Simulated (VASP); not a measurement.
# B4As4H16 in VASP: single point with PBE

Aim: the single point of B4As4H16 with PBE.

Program: VASP 6.6.1. These are calculated values, not measurements. Logs are shortened: lines on timing, memory, paths and dates and some standing lists are left out, and cuts for length are marked.

## (1) The cell of the first run

The cell holds a cluster in a box, 24 atoms: a = 13.200 Å, b = 14.900 Å, c = 14.800 Å, α = 90.00°, β = 90.00°, γ = 90.00°.

## (2) Single point, PBE

The input, INCAR:

```
SYSTEM = BAsH4
PREC = Accurate
ENCUT = 520
EDIFF = 1E-7
ISMEAR = 0
SIGMA = 0.05
LREAL = Auto
LASPH = .True.
NELM = 60
ALGO = Normal
ISIF = 2
LWAVE = .False.
LCHARG = .False.
GGA = PE
NBANDS = 42
```

The input, KPOINTS:

```
Automatic mesh
0
Gamma
  1 1 1
  0 0 0
```

The input, POSCAR:

```
BAsH4
1.0
   13.2000000000      0.0000000000      0.0000000000
    0.0000000000     14.9000000000      0.0000000000
    0.0000000000      0.0000000000     14.8000000000
B As H
4 4 16
Direct
    0.4492392119      0.4081873565      0.3408801448
    0.4506982059      0.4167559292      0.6602788429
    0.4606937077      0.5790403095      0.5041972673
    0.6502282841      0.4271837170      0.4990475417
    0.5487609819      0.4936493739      0.5827772836
    0.5600647656      0.3476267194      0.4181258000
    0.5556008260      0.6541741948      0.4249539561
    0.3737367237      0.4974597918      0.4229283923
    0.4929661428      0.4554077449      0.2867966017
    0.3903478908      0.3552256492      0.3090999551
    0.5051850047      0.3724682892      0.7089823718
    0.3948840225      0.4691749728      0.6985124938
    0.4082265293      0.3720549832      0.6021989469
    0.6123609842      0.5608051973      0.6361449329
    0.4110251451      0.6330575797      0.5453243247
    0.5146952938      0.2702171788      0.4705260603
    0.6244494205      0.2947084761      0.3520811056
    0.5141851643      0.7230529982      0.3588594512
    0.6255400297      0.7126964679      0.4800358687
    0.6304626911      0.6053132971      0.3659778991
    0.6939322647      0.4776977029      0.4479441559
    0.7048364434      0.3797450703      0.5435224812
    0.2984118012      0.4555325597      0.4869600147
    0.3026735462      0.5546548090      0.3664634653
```

Potentials or basis: VASP PAW PBE potentials, release 64 (B, As, H).

On the command line:

```sh
$ cat potpaw_PBE.64/B/POTCAR potpaw_PBE.64/As/POTCAR potpaw_PBE.64/H/POTCAR > POTCAR
$ mpirun -np 1 vasp_gam > vasp.out
```

OUTCAR:

```text
SYSTEM = BAsH4
   PREC = Accurate
   ENCUT = 520
   EDIFF = 1E-7
   ISMEAR = 0
   LREAL = Auto
   LASPH = .True.
   NELM = 60
   ISIF = 2
   GGA = PE

 ion  position               nearest neighbor table
   1  0.449  0.408  0.341-  10 1.20   9 1.21   8 2.06   6 2.06
   2  0.451  0.417  0.660-  11 1.21  12 1.21  13 1.22   5 2.07
   3  0.461  0.579  0.504-  15 1.20   7 2.05   8 2.06   5 2.08
   4  0.650  0.427  0.499-  22 1.21  21 1.21   6 2.06   5 2.08
   5  0.549  0.494  0.583-  14 1.53   2 2.07   4 2.08   3 2.08
   6  0.560  0.348  0.418-  16 1.51  17 1.52   4 2.06   1 2.06
   7  0.556  0.654  0.425-  20 1.51  19 1.51  18 1.52   3 2.05
   8  0.374  0.497  0.423-  23 1.51  24 1.52   1 2.06   3 2.06
   9  0.493  0.455  0.287-   1 1.21
  10  0.390  0.355  0.309-   1 1.20
  11  0.505  0.372  0.709-   2 1.21
  12  0.395  0.469  0.699-   2 1.21
  13  0.408  0.372  0.602-   2 1.22
  14  0.612  0.561  0.636-   5 1.53
[... 8 lines left out ...]
  23  0.298  0.456  0.487-   8 1.51
  24  0.303  0.555  0.366-   8 1.52

  LATTYP: Found a simple orthorhombic cell.
 ALAT       =    13.2000000000
 B/A-ratio  =     1.1212121212
 C/A-ratio  =     1.1287878788

  Lattice vectors:

 A1 = ( -13.2000000000,   0.0000000000,   0.0000000000)
 A2 = (   0.0000000000,   0.0000000000,  14.8000000000)
 A3 = (   0.0000000000,  14.9000000000,   0.0000000000)

Analysis of symmetry for initial positions (statically):
=====================================================================
 Subroutine PRICEL returns:
 Original cell was already a primitive cell.

 Routine SETGRP: Setting up the symmetry group for a
 simple orthorhombic supercell.

 Subroutine GETGRP returns: Found  1 space group operations
 (whereof  1 operations were pure point group operations)
 out of a pool of  8 trial point group operations.

The static configuration has the point symmetry C_1 .

Analysis of symmetry for dynamics (positions and initial velocities):
=====================================================================
 Subroutine PRICEL returns:
 Original cell was already a primitive cell.

 Routine SETGRP: Setting up the symmetry group for a
 simple orthorhombic supercell.

 Subroutine GETGRP returns: Found  1 space group operations
 (whereof  1 operations were pure point group operations)
 out of a pool of  8 trial point group operations.

The dynamic configuration has the point symmetry C_1 .

 Subroutine INISYM returns: Found  1 space group operations
 (whereof  1 operations are pure point group operations),
 and found     1 'primitive' translations

----------------------------------------------------------------------------------------

                                     Primitive cell

  volume of cell :    2910.8640

  direct lattice vectors                    reciprocal lattice vectors
    13.200000000  0.000000000  0.000000000     0.075757576  0.000000000  0.000000000
     0.000000000 14.900000000  0.000000000     0.000000000  0.067114094  0.000000000
     0.000000000  0.000000000 14.800000000     0.000000000  0.000000000  0.067567568

  length of vectors
    13.200000000 14.900000000 14.800000000     0.075757576  0.067114094  0.067567568

  position of ions in fractional coordinates (direct lattice)
     0.449239212  0.408187357  0.340880145
     0.450698206  0.416755929  0.660278843
     0.460693708  0.579040310  0.504197267
     0.650228284  0.427183717  0.499047542
     0.548760982  0.493649374  0.582777284
     0.560064766  0.347626719  0.418125800
[... 16 lines left out ...]
     0.298411801  0.455532560  0.486960015
     0.302673546  0.554654809  0.366463465

  ion indices of the primitive-cell ions
   primitive index   ion index
                 1           1
                 2           2
                 3           3
                 4           4
                 5           5
                 6           6
[... 16 lines left out ...]
                23          23
                24          24

----------------------------------------------------------------------------------------

 KPOINTS: Automatic mesh

Automatic generation of k-mesh.
 Grid dimensions read from file:
 generate k-points for:    1    1    1

 Generating k-lattice:

  Cartesian coordinates                     Fractional coordinates (reciprocal lattice)
     0.075757576  0.000000000  0.000000000     1.000000000  0.000000000  0.000000000
     0.000000000  0.067114094  0.000000000     0.000000000  1.000000000  0.000000000
     0.000000000  0.000000000  0.067567568     0.000000000  0.000000000  1.000000000

  Length of vectors
     0.075757576  0.067114094  0.067567568

  Shift w.r.t. Gamma in fractional coordinates (k-lattice)
     0.000000000  0.000000000  0.000000000

 Subroutine IBZKPT returns following result:
 ===========================================

 Found      1 irreducible k-points:

 Following reciprocal coordinates:
            Coordinates               Weight
  0.000000  0.000000  0.000000      1.000000
   k-points           NKPTS =      1   k-points in BZ     NKDIM =      1   number of bands    NBANDS=     42
   number of dos      NEDOS =    301   number of ions     NIONS =     24
   total plane-waves  NPLWV = ******
   dimension x,y,z NGX =    98 NGY =  112 NGZ =  112
   dimension x,y,z NGXF=   196 NGYF=  224 NGZF=  224
   ions per type =               4   4  16
   NGX,Y,Z   is equivalent  to a cutoff of  12.34, 12.50, 12.58 a.u.
   NGXF,Y,Z  is equivalent  to a cutoff of  24.69, 24.99, 25.16 a.u.
 SYSTEM =  BAsH4
   PREC   = accura    normal or accurate (medium, high low for compatibility)
   ISTART =      0    job   : 0-new  1-cont  2-samecut
   ICHARG =      2    charge: 1-file 2-atom 10-const
   ISPIN  =      1    spin polarized calculation?
   LNONCOLLINEAR =      F non collinear calculations
   LSORBIT =      F    spin-orbit coupling
   LASPH  =      T    aspherical Exc in radial PAW
   ENCUT  =  520.0 eV  38.22 Ry    6.18 a.u.  24.54 27.70 27.52*2*pi/ulx,y,z
   NELM   =     60;   NELMIN=  2; NELMDL= -5     # of ELM steps
   EDIFF  = 0.1E-06   stopping-criterion for ELM
   LREAL  =      T    real-space projection
   EDIFFG = 0.1E-05   stopping-criterion for IOM
   NSW    =      0    number of steps for IOM
   IBRION =     -1    ionic relax: 0-MD 1-quasi-New 2-CG
   NFREE  =      0    steps in history (QN), initial steepest desc. (CG)
   ISIF   =      2    stress and relaxation
   ISYM   =      2    0-nonsym 1-usesym 2-fastsym
   POTIM  = 0.5000    time-step for ionic-motion
   TEBEG  =    0.0;   TEEND  =   0.0 temperature during run
   PSTRESS=    0.0 pullay stress
   NELECT =      48.0000    total number of electrons
   NUPDOWN=      -1.0000    fix difference up-down
   EMIN   =  10.00;   EMAX   =-10.00  energy-range for DOS
   EFERMI =   0.00;   METHOD = LEGACY
   ISMEAR =     0;   SIGMA  =   0.05  broadening in eV -4-tet -1-fermi 0-gaus
   EFERMI_NEDOS =   21; number of points for ismear=-14 and -15
   IALGO  =     38    algorithm
   IMIX   =      4    mixing-type and parameters
     AMIX     =   0.40;   BMIX     =  1.00
     AMIX_MAG =   1.60;   BMIX_MAG =  1.00
  volume/ion in A,a.u.               =     121.29       818.48
  Fermi-wavevector in a.u.,A,eV,Ry     =   0.416691  0.787433  2.362404  0.173632
  Thomas-Fermi vector in A             =   1.376452
   LORBIT       =      0    0 simple, 1 ext, 2 COOP (PROOUT), +10 PAW based schemes
   GGA     = PE    functional components
   LHFCALC =     F    Hartree Fock is set to
   AEXX    =    0.0000 exact exchange contribution
   IVDW    =     0    specifies the selected vdW correction
   LEPSILON=     F    determine dielectric tensor
   LRPA    =     F    only Hartree local field effects (RPA)
 non-spin polarized calculation
 Gauss-broadening in eV      SIGMA  =   0.05
  energy-cutoff  :      520.00
  volume of cell :     2910.86
 maximum number of plane-waves:     39185
 NGX is ok and might be reduce to    98
   NGX = 49   NGY = 55   NGZ = 55

 number of electron      48.0000000 magnetization

 Free energy of the ion-electron system (eV)
  ---------------------------------------------------
  ext. energy  EPLUGINS =         0.00000000
  ---------------------------------------------------
  free energy    TOTEN  =       -98.52797715 eV

  energy without entropy =      -98.52797715  energy(sigma->0) =      -98.52797715

 E-fermi :  -5.2964     XC(G=0):  -1.1907

 val. band max:       -5.5538200675   @ k =   0.0000   0.0000   0.0000
 cond. band min:      -1.5572575058   @ k =   0.0000   0.0000   0.0000
 fundamental gap:      3.9965625616
 Fermi energy:        -5.2963829289

 k-point     1 :       0.0000    0.0000    0.0000
  band No.  band energies     occupation
      1     -18.0766      2.00000
      2     -17.0487      2.00000
      3     -16.2276      2.00000
      4     -15.5312      2.00000
      5     -12.1908      2.00000
      6     -11.8031      2.00000
[... 28 lines left out ...]
     35       0.4234      0.00000
     36       0.4580      0.00000
 [bands above 36 left out]

------------------------ aborting loop because EDIFF is reached ----------------------------------------

  FORCE on cell =-STRESS in cart. coord.  units (eV):
  Direction    XX          YY          ZZ          XY          YZ          ZX
  --------------------------------------------------------------------------------------
  -------------------------------------------------------------------------------------
  Total        0.3355743      0.1754239      0.2620122      0.0241212     -0.0361923      0.0142861
  in kB        0.1847044      0.0965556      0.1442149      0.0132766     -0.0199207      0.0078632
  external PRESSURE =       0.1418250 kB  Pullay stress =       0.0000000 kB

 VOLUME and BASIS-vectors are now :
 -----------------------------------------------------------------------------
  energy-cutoff  :      520.00
  volume of cell :     2910.86
      direct lattice vectors                 reciprocal lattice vectors
    13.200000000  0.000000000  0.000000000     0.075757576  0.000000000  0.000000000
     0.000000000 14.900000000  0.000000000     0.000000000  0.067114094  0.000000000
     0.000000000  0.000000000 14.800000000     0.000000000  0.000000000  0.067567568

 POSITION                                       TOTAL-FORCE (eV/Angst)
 -----------------------------------------------------------------------------------
      5.92996      6.08199      5.04503        -0.007507     -0.014878     -0.027854
      5.94922      6.20966      9.77213        -0.018157      0.002800      0.022067
      6.08116      8.62770      7.46212        -0.012950      0.010655      0.008543
      8.58301      6.36504      7.38590         0.020935      0.006244      0.001424
      7.24364      7.35538      8.62510        -0.027636     -0.036743     -0.005728
      7.39285      5.17964      6.18826        -0.026350      0.079241      0.011112
[... 16 lines left out ...]
      3.93904      6.78744      7.20701        -0.056501     -0.032883      0.052466
      3.99529      8.26436      5.42366        -0.053392      0.046019     -0.047494
 -----------------------------------------------------------------------------------
    total drift:                               -0.000773      0.000812     -0.001208

  FREE ENERGIE OF THE ION-ELECTRON SYSTEM (eV)
  ---------------------------------------------------
  free  energy   TOTEN  =       -98.5279771504 eV

  energy  without entropy=      -98.5279771504  energy(sigma->0) =      -98.52797715
```

Run time: 4.7 min. Hardware: 1 thread of Intel Xeon 6975P-C (Granite Rapids), shared host; peak memory 1.8 GiB.

What came out:

* Free energy: -98.5280 eV
* Largest force: 0.085 eV/Å
* Gap between the frontier levels: 4.00 eV

Forces in eV/Å, atoms in the order of the input:
```
B   -0.008 -0.015 -0.028
B   -0.018  0.003  0.022
B   -0.013  0.011  0.009
B    0.021  0.006  0.001
As  -0.028 -0.037 -0.006
As  -0.026  0.079  0.011
As  -0.057 -0.041  0.044
As   0.069 -0.024 -0.012
H    0.001  0.003 -0.007
H    0.001  0.003 -0.001
H    0.004 -0.003 -0.004
H   -0.002 -0.006 -0.004
H    0.002 -0.005 -0.001
H    0.049  0.044  0.040
H   -0.003  0.006  0.005
H   -0.027 -0.054  0.036
H    0.046 -0.042 -0.051
H   -0.029  0.049 -0.046
H    0.055  0.049  0.040
H    0.053 -0.036 -0.055
H    0.007  0.000 -0.006
H    0.012 -0.004  0.008
H   -0.057 -0.033  0.052
H   -0.053  0.046 -0.047
```
